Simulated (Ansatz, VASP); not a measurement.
## Ga: VASP beside Ansatz

```
CELL_PARAMETERS angstrom
3.02612 0.00000 0.00000
-1.51306 2.62070 0.00000
0.00000 0.00000 4.94165
ATOMIC_POSITIONS crystal
Ga 0.33333 0.66667 0.25000
Ga 0.66667 0.33333 0.75000
```

Alike in both runs: task relaxation of cell and atoms; functional BLYP; k mesh 12 × 12 × 7; occupations fermi-dirac, width 0.1 eV; no spin polarisation.

```csv
,VASP,Ansatz
version,VASP 6.6.1,Ansatz 0.2.0
potentials or method,"VASP PAW PBE potentials, release 64 (Ga_d), cutoff 600 eV","plane waves (420 eV) with PAW, scalar-relativistic"
valence electrons in the cell,26,26
```

Ansatz gave:

- relaxed volume (Å³/atom): 21.98
- relaxed cell length with the largest relative difference (Å): 4.944

Q: Which values does VASP return?

A: Relaxed volume (Å³/atom): 21.97; relaxed cell length with the largest relative difference (Å): 4.942.

VASP's potentials were made for PBE, not for BLYP.
